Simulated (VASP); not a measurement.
HfN: single point with PBEsol

The system is HfN.

```
Hf N
1.0
     0.00000    2.35663    2.45482
     2.35663    0.00000    2.45482
     2.35663    2.35663    0.00000
Hf N
1 1
Direct
  0.00000 0.00000 0.00000
  0.75000 0.75000 0.75000
```

This cell differs from its parent crystal: strain -0.040 along x and y, +0.000 along z.

```yaml
Program: VASP 6.6.1
Task: single point
Functional: PBEsol
Potentials_or_basis: VASP PAW PBE potentials, release 64 (Hf_pv, N)
Cutoff: 520 eV
k_mesh: 16 × 16 × 16
Occupations: gaussian, width 0.15 eV
Spin: no spin polarisation
Dipole_correction: no
Further_INCAR_settings: ALGO = Normal; EDIFF = 1e-06; NBANDS = 14
```

The pressure is 11.8 GPa.

Stress tensor (GPa, compression positive):
```
14.00  0.00  0.00
 0.00 14.00  0.00
 0.00  0.00  7.46
```

Levels at points of the mesh, in eV from the Fermi level:
| k point | band 4 | band 5 | band 6 | band 7 | band 8 | band 9 | band 10 | band 11 | band 12 | band 13 |
| --- | --- | --- | --- | --- | --- | --- | --- | --- | --- | --- |
| (0.00, 0.00, 0.00) | -16.52 | -5.92 | -5.80 | -5.80 | -0.55 | 2.10 | 2.68 | 6.60 | 7.35 | 7.35 |
| (0.50, 0.00, 0.00) | -15.24 | -5.89 | -5.30 | -5.07 | 1.66 | 2.92 | 3.03 | 4.43 | 5.75 | 5.82 |
| (0.50, 0.50, 0.00) | -14.74 | -7.44 | -3.60 | -3.60 | -1.37 | 2.28 | 4.47 | 5.09 | 5.09 | 10.48 |
| (0.50, 0.00, 0.50) | -14.81 | -7.37 | -3.80 | -3.66 | -1.08 | 2.34 | 4.49 | 5.07 | 5.19 | 11.37 |

Run time: 2.8 min on 1 thread of Intel(R) Xeon(R) Platinum 8375C CPU @ 2.90GHz (Ice Lake), with other jobs on the host, peak memory 0.27 GiB.

Caveat: the cell differs from its parent crystal (strain -0.040 along x and y, +0.000 along z); the PAW data sets were made with another functional, which shifts forces and pressure a little; spin-orbit coupling is left out, which moves the levels of the heavy elements.
